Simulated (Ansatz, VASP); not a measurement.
ZnCu in VASP and in Ansatz

```
Zn Cu
1.0
     3.03335    0.00000    0.00000
     0.00000    3.03335    0.00000
     0.00000    0.00000    2.98917
Zn Cu
1 1
Direct
  0.50000 0.50000 0.50000
  0.00000 0.00000 0.00000
```

Change from the starting cell: strain +0.030 along x and y, +0.015 along z, atoms carried along.

Alike in both runs: task single point; functional PBEsol; k mesh 16 × 16 × 16; occupations gaussian, width 0.15 eV; no spin polarisation.

|  | VASP | Ansatz |
| --- | --- | --- |
| version | VASP 6.6.1 | Ansatz 0.2.0 |
| potentials or method | VASP PAW PBE potentials, release 64 (Zn, Cu), cutoff 520 eV | scalar-relativistic, plane waves, PAW |
| valence electrons in the cell | 23 | 31 |

```csv
,VASP,Ansatz,Ansatz less VASP
gap on the k mesh at the Fermi level (eV),none,none,-
pressure (GPa),-10.7,-11.6,-0.84
"traceless stress, the component that is largest in VASP (GPa)",-0.06,-0.07,-0.005
```

VASP's potentials were made for PBE, not for PBEsol. A gap of «none» marks a metal or a gap that the smearing closes. With one functional, cell and mesh, what is left measures potentials, basis and numerics. VASP's potentials hold 23 valence electrons a cell and Ansatz's 31, so a difference there can come from the potentials and not from the codes.
